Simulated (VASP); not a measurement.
A run of VASP 6.6.1:

INCAR

```
SYSTEM = La2O3
PREC = Accurate
ENCUT = 520
EDIFF = 1E-6
ISMEAR = -1
SIGMA = 0.05
LREAL = .False.
LASPH = .True.
NELM = 100
ALGO = Normal
ISIF = 2
LWAVE = .False.
LCHARG = .True.
GGA = PS
LELF = .True.
LVHAR = .True.
NBANDS = 28
```

Contents of KPOINTS:

```
Automatic mesh
0
Gamma
  8 8 5
  0 0 0
```

Contents of POSCAR:

```
La2O3
1.0
    3.9825045714      0.0000000000      0.0000000000
   -1.9912522857      3.4489501296      0.0000000000
    0.0000000000      0.0000000000      6.1923831845
La O
2 3
Direct
    0.3333333333      0.6666666667      0.2462356800
    0.6666666667      0.3333333333      0.7537643200
    0.0000000000      0.0000000000      0.0000000000
    0.3333333333      0.6666666667      0.6458906500
    0.6666666667      0.3333333333      0.3541093500
```

Potentials or basis: VASP PAW PBE potentials, release 64 (La, O).

Command:

```bash
$ cat potpaw_PBE.64/La/POTCAR potpaw_PBE.64/O/POTCAR > POTCAR
$ mpirun -np 1 vasp_std > vasp.out
```

Hardware: 1 thread of Intel(R) Xeon(R) 6975P-C (Granite Rapids), with other jobs on the host.

How long does it take, and how much memory?

Run time: 64 s on 1 thread of Intel(R) Xeon(R) 6975P-C (Granite Rapids), on a shared host, peak memory 0.24 GiB. Counts: scf iterations 16, k points 40.
